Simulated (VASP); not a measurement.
PbS, 2 atoms in the cell. Symmetry: R3m, No. 160, trigonal system. The conventional cell has a = 4.225 Å, b = 4.225 Å, c = 10.356 Å, α = 90.00°, β = 90.00°, γ = 120.00°. Pb (site symmetry 3m) has 6 S at 2.96 to 3.02 Å within 3.9 Å. Within 3.9 Å of S (site symmetry 3m) lie 6 Pb at 2.96 to 3.02 Å. 

| Quantity | Value |
| --- | --- |
| Program | VASP 6.6.1 |
| Task | relaxation of cell and atoms |
| Functional | PBEsol |
| Dispersion | D3(BJ) |
| Potentials or basis | VASP PAW PBE potentials, release 64 (Pb_d, S) |
| Cutoff | 500 eV |
| k mesh | 4 × 4 × 4 |
| Occupations | gaussian, width 0.01 eV |
| Spin | no spin polarisation |
| Dipole correction | no |
| Further INCAR settings | ALGO = Normal; EDIFF = 1e-07; IBRION = 2; EDIFFG = -0.01; NSW = 80; ISIF = 3 |

Potentials or basis: VASP PAW PBE potentials, release 64 (Pb_d, S).

Command:

```bash
$ cat potpaw_PBE.64/Pb_d/POTCAR potpaw_PBE.64/S/POTCAR > POTCAR
$ mpirun -np 1 vasp_std > vasp.out
```

Hardware: 1 thread of Intel(R) Xeon(R) 6975P-C (Granite Rapids) (shared host).

Problem. Estimate the wall time of this run.

Solution. Run time: 39 s on 1 thread of Intel(R) Xeon(R) 6975P-C (Granite Rapids), with other jobs on the host, peak memory 0.2 GiB. Counts: scf iterations 94, k points 13, ion steps 12.
